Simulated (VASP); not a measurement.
Here is a VASP 6.6.1 calculation.

File INCAR:

```
SYSTEM = Rb2BrCl
ALGO     = Normal         ! electronic algorithm
EDIFF    = 1E-7           ! SCF threshold, eV
ENCUT    = 520            ! plane-wave cutoff, eV
GGA      = PE             ! functional
ISIF     = 2              ! what is computed and relaxed
ISMEAR   = 0              ! smearing method
LASPH    = .TRUE.         ! aspherical terms in the spheres
LCHARG   = .TRUE.         ! write CHGCAR
LELF     = .TRUE.         ! ELF
LREAL    = .FALSE.        ! projectors in reciprocal space
LVHAR    = .TRUE.       
LWAVE    = .FALSE.        ! write WAVECAR
NBANDS   = 24             ! bands
NELM     = 60             ! most SCF steps
PREC     = Accurate       ! precision mode
SIGMA    = 0.01           ! smearing width, eV
```

The input KPOINTS:

```
k-points
0
G
  4 4 4
  0 0 0
```

Contents of POSCAR:

```
Rb2BrCl
1.0
    2.3904422861      1.3801224974      7.8205419612
   -2.3904422861      1.3801224974      7.8205419612
    0.0000000000     -2.7602449947      7.8205419612
Cl Br Rb
1 1 2
Direct
    1.0000000000      0.0000000000      0.0000000000
    0.5000000000      0.5000000000      0.5000000000
    0.2539867118      0.2539867118      0.2539867118
    0.7460132882      0.7460132882      0.7460132882
```

Potentials or basis: VASP PAW PBE potentials, release 64 (Cl, Br, Rb_sv).

Launch:

```bash
$ cat potpaw_PBE.64/Cl/POTCAR potpaw_PBE.64/Br/POTCAR potpaw_PBE.64/Rb_sv/POTCAR > POTCAR
$ mpirun -np 1 vasp_std > vasp.out
```

Estimate the largest force.

0.007 eV/Å.

Predict the band gap on the k mesh.

4.44 eV.

Estimate the pressure.

0.6 GPa.

Forces on the atoms (eV/Å):
```
Cl   0.000  0.000  0.000
Br   0.000  0.000  0.000
Rb   0.000  0.000 -0.007
Rb   0.000  0.000  0.007
```

A k mesh can miss the band edges.
